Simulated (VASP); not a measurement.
SrMg, 2 atoms in the cell. It takes space group Pm-3m (No. 221, cubic). The conventional cell has a = 3.900 Å, b = 3.900 Å, c = 3.900 Å, α = 90.00°, β = 90.00°, γ = 90.00°. Sr (site symmetry m-3m) has 8 Mg at 3.38 Å and 6 Sr at 3.90 Å within 4.4 Å. Mg (site symmetry m-3m) has 8 Sr at 3.38 Å and 6 Mg at 3.90 Å within 4.4 Å. 

```yaml
Program: VASP 6.6.1
Task: relaxation of cell and atoms
Functional: PBEsol
Potentials_or_basis: VASP PAW PBE potentials, release 64 (Sr_sv, Mg)
Cutoff: 600 eV
k_mesh: 10 × 10 × 10
Occupations: fermi-dirac, width 0.08 eV
Spin: no spin polarisation
Dipole_correction: no
Further_INCAR_settings: ALGO = Normal; EDIFF = 1e-06; IBRION = 2; EDIFFG = -0.002; NSW = 100; ISIF = 3
```

Potentials or basis: VASP PAW PBE potentials, release 64 (Sr_sv, Mg).

The run is started by

```bash
$ cat potpaw_PBE.64/Sr_sv/POTCAR potpaw_PBE.64/Mg/POTCAR > POTCAR
$ mpirun -np 1 vasp_std > vasp.out
```

Hardware: 1 thread of Intel(R) Xeon(R) Platinum 8488C (Sapphire Rapids) (shared host).

How long does it take, and how much memory?

It took 44 s on 1 thread of Intel(R) Xeon(R) Platinum 8488C (Sapphire Rapids), on a shared host, peak memory 0.22 GiB. Counts: scf iterations 35, k points 56, ion steps 4.
